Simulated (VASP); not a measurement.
Cs, 1 atom in the cell. The structure is cubic, space group Fm-3m (No. 225). The conventional cell has a = 8.001 Å, b = 8.001 Å, c = 8.001 Å, α = 90.00°, β = 90.00°, γ = 90.00°. This isn't the form of Cs at room conditions, which is bcc.

- Program: VASP 6.6.1
- Task: single point
- Functional: PBE
- Potentials or basis: VASP PAW PBE potentials, release 64 (Cs_sv)
- Cutoff: 500 eV
- k mesh: 6 × 6 × 6
- Occupations: fermi-dirac, width 0.05 eV
- Spin: no spin polarisation
- Dipole correction: no
- Further INCAR settings: ALGO = Normal; EDIFF = 1e-06; NBANDS = 10

Potentials or basis: VASP PAW PBE potentials, release 64 (Cs_sv).

Launch:

```bash
$ cat potpaw_PBE.64/Cs_sv/POTCAR > POTCAR
$ mpirun -np 1 vasp_std > vasp.out
```

Hardware: 1 thread of Intel(R) Xeon(R) 6975P-C (Granite Rapids) (shared host).

**Question.** How long does it take, and how much memory?

**Answer.** Wall time 12 s on 1 thread of Intel(R) Xeon(R) 6975P-C (Granite Rapids) (shared host), peak memory 0.24 GiB. Counts: scf iterations 10, k points 16.
